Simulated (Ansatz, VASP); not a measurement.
One calculation of TiB4, two programs

File INCAR:

```
SYSTEM = TiB4
  PREC = Accurate
  ENCUT = 600
  EDIFF = 1E-6
  ISMEAR = 0
  SIGMA = 0.1
  LREAL = .FALSE.
  LASPH = .TRUE.
  NELM = 60
  ALGO = Normal
  ISIF = 3
  LWAVE = .FALSE.
  LCHARG = .FALSE.
  GGA = PE
  IBRION = 2
  NSW = 100
  EDIFFG = -0.01
```

KPOINTS

```
Automatic mesh
0
G
  12 12 8
  0 0 0
```

Contents of POSCAR:

```
TiB4
1.0
    3.0450018828      0.0000000000      0.0000000000
   -1.5225009414      2.6370489851      0.0000000000
    0.0000000000      0.0000000000      5.7756876254
Ti B
1 4
Direct
    0.0000000000      0.0000000000      0.0000000000
    0.6666666667      0.3333333333      0.3005329451
    0.6666666667      0.3333333333      0.6994670549
    0.0000000000      0.0000000000      0.6412472236
    0.0000000000      0.0000000000      0.3587527764
```

Input for Ansatz:

```yaml
crystal:
  lattice:
    - [3.0450018828, 0.0, 0.0]
    - [-1.5225009414, 2.6370489851, 0.0]
    - [0.0, 0.0, 5.7756876254]
  atoms:
    - { symbol: Ti, position: [0.0, 0.0, 0.0] }
    - { symbol: B, position: [0.6666666667, 0.3333333333, 0.3005329451] }
    - { symbol: B, position: [0.6666666667, 0.3333333333, 0.6994670549] }
    - { symbol: B, position: [0.0, 0.0, 0.6412472236] }
    - { symbol: B, position: [0.0, 0.0, 0.3587527764] }
basis:
  ecutwfc: 420
kpoints:
  mp_grid: { grid: [12, 12, 8] }
hamiltonian:
  xc: pbe
scf:
  occupations: { method: gaussian, width: 0.1 }
output:
  forces: true
  stress: true
  eigenvalues: true
relax:
  adjacent_minimum: "off"
  f_tol: 0.01
  max_steps: 80
  cell: { stress_tol: 0.05 }
```

Alike in both runs: task relaxation of cell and atoms; functional PBE; k mesh 12 × 12 × 8; occupations gaussian, width 0.1 eV; no spin polarisation.

|  | VASP | Ansatz |
| --- | --- | --- |
| version | VASP 6.6.1 | Ansatz 0.2.0 |
| potentials or method | VASP PAW PBE potentials, release 64 (Ti_sv, B), cutoff 600 eV | scalar-relativistic, plane waves, PAW |
| valence electrons in the cell | 24 | 24 |

Ansatz gave:

```
gap on the k mesh at the Fermi level, each at its own relaxed structure (eV) : none
relaxed volume (Å³/atom)                                                     : 9.26
relaxed cell length with the largest relative difference (Å)                 : 5.780
```

Estimate VASP's values.

gap on the k mesh at the Fermi level, each at its own relaxed structure (eV): none; relaxed volume (Å³/atom): 9.26; relaxed cell length with the largest relative difference (Å): 5.781.

A gap of «none» marks a metal or a gap that the smearing closes.
